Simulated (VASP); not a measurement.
Wanted: the native input for a VASP 6.6.1 run.

```
Task                   : relaxation of cell and atoms
Functional             : LDA
Potentials or basis    : VASP PAW LDA potentials, release 64 (K_sv, V_sv, F)
Cutoff                 : 600 eV
k mesh                 : 5 × 5 × 5
Occupations            : fermi-dirac, width 0.05 eV
Spin                   : collinear spin, ferromagnetic start
Starting moments       : [0.0, 1.5, 0.0, 0.0, 0.0] μB
Dipole correction      : no
Further INCAR settings : ALGO = Normal; EDIFF = 1e-07; IBRION = 2; EDIFFG = -0.03; NSW = 60; ISIF = 3
```

The structure of KVF3 lies in POSCAR:

```
KVF3
1.0
    4.1310000000      0.0000000000      0.0000000000
    0.0000000000      4.1310000000      0.0000000000
    0.0000000000      0.0000000000      4.1310000000
K V F
1 1 3
Direct
    0.0000000000      0.0000000000      0.0000000000
    0.5000000000      0.5000000000      0.5000000000
    0.5000000000      0.5000000000      0.0000000000
    0.0000000000      0.5000000000      0.5000000000
    0.5000000000      0.0000000000      0.5000000000
```

The input as run:

INCAR

```
  ALGO = Normal
  EDIFF = 1E-7
  EDIFFG = -0.03
  ENCUT = 600
  IBRION = 2
  ISIF = 3
  ISMEAR = -1
  ISPIN = 2
  LASPH = T
  LCHARG = F
  LMAXMIX = 4
  LORBIT = 11
  LREAL = F
  LWAVE = F
  MAGMOM = 0 1.5 0 0 0
  NELM = 150
  NSW = 60
  PREC = Accurate
  SIGMA = 0.05
```

KPOINTS

```
k-points
0
Gamma
  5 5 5
```

Potentials or basis: VASP PAW LDA potentials, release 64 (K_sv, V_sv, F).

Run with:

```sh
$ cat potpaw_LDA.64/K_sv/POTCAR potpaw_LDA.64/V_sv/POTCAR potpaw_LDA.64/F/POTCAR > POTCAR
$ mpirun -np 1 vasp_std > vasp.out
```

It gave:

```json
{
 "Relaxed volume": "13.07 Å³/atom",
 "Relaxed cell": "a = 4.028 Å, b = 4.028 Å, c = 4.028 Å, α = 90.00°, β = 90.00°, γ = 90.00°",
 "Space group after relaxing (to 0.1 Å)": "Pm-3m (No. 221)",
 "Energy gained by relaxing": "20.2 meV/atom",
 "Ionic steps": "2",
 "Pressure after relaxing": "0.1 GPa",
 "Band gap on the k mesh": "0.42 eV (least direct gap 0.86 eV)",
 "Net moment": "3.00 μB per cell",
 "Site moments": "K +0.01; V +2.62; F +0.03 μB",
 "Valence electrons inside the program's atomic spheres": "K 7.55; V 11.53; F 6.09"
}
```

Caveat: an odd mesh through Γ misses points on the zone boundary, where band edges can lie.

Run time: 82 s on 1 thread of Intel(R) Xeon(R) Platinum 8488C (Sapphire Rapids) (shared host), peak memory 0.21 GiB.
